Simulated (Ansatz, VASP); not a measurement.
**B3C2 in VASP and in Ansatz**

```
B C
1.0
    -1.36792    1.36792    9.53921
     1.36792   -1.36792    9.53921
     1.36792    1.36792   -9.53921
B C
6 4
Direct
  0.59311 0.59311 0.00000
  0.40689 0.40689 0.00000
  0.00000 0.00000 0.00000
  0.81580 0.81580 0.00000
  0.18420 0.18420 0.00000
  0.25000 0.75000 0.50000
  0.64661 0.14661 0.50000
  0.45096 0.95096 0.50000
  0.04904 0.54904 0.50000
  0.85339 0.35339 0.50000
```

Alike in both runs: task single point; functional PBE; k mesh 8 × 8 × 8; occupations gaussian, width 0.1 eV; collinear spin.

```csv
,VASP,Ansatz
version,VASP 6.6.1,Ansatz 0.2.0
potentials or method,"VASP PAW PBE potentials, release 64 (B, C), cutoff 520 eV","scalar-relativistic, plane waves, PAW"
valence electrons in the cell,34,34
```

|  | VASP | Ansatz | Ansatz less VASP |
| --- | --- | --- | --- |
| gap on the k mesh at the Fermi level (eV) | none | none | - |
| pressure (GPa) | -0.3 | -0.5 | -0.14 |
| traceless stress, the component that is largest in VASP (GPa) | -0.31 | -0.27 | +0.037 |
| rms of the force components (eV/Å) | 0.029 | 0.035 | +0.0058 |
| net moment per atom (μB) | 0.00 | 0.00 | 0.000 |

Atom by atom the forces differ by 0.006 eV/Å (rms over components). A gap of «none» marks a metal or a gap that the smearing closes. The functional is the same, so the differences come from potentials, cutoffs and numerics. Ansatz's warnings: seeded moment not kept.

The k mesh is coarse, so the values compare programs but aren't converged.
